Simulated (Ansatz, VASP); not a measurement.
## One calculation of SnPbO2, two programs

```xyz
4
Lattice="3.8683 0.0000 0.0000 0.0000 3.8683 0.0000 0.0000 0.0000 4.8975" Properties=species:S:1:pos:R:3 pbc="T T T"
Sn    0.0000    0.0000    1.1009
Pb    1.9341    1.9341    3.6521
O     1.9341    0.0000    0.0723
O     0.0000    1.9341    0.0723
```

Alike in both runs: task single point; functional PBE; k mesh 6 × 6 × 6; occupations fermi-dirac, width 0.02 eV; non-collinear spin, spin-orbit coupling.

```csv
,VASP,Ansatz
version,VASP 6.6.1,Ansatz 0.2.0
potentials or method,"VASP PAW PBE potentials, release 64 (Sn_d, Pb_d, O)","plane waves, PAW"
plane-wave cutoff (eV),520,420
valence electrons in the cell,40,40
```

|  | VASP | Ansatz | Ansatz less VASP |
| --- | --- | --- | --- |
| pressure (GPa) | 5.0 | 4.8 | -0.21 |
| traceless stress, the component that is largest in VASP (GPa) | -0.66 | -0.62 | +0.042 |
| rms of the force components (eV/Å) | 0.209 | 0.184 | -0.0243 |

Atom by atom the forces differ by 0.025 eV/Å (rms over components). With one functional, cell and mesh, what is left measures potentials, basis and numerics.
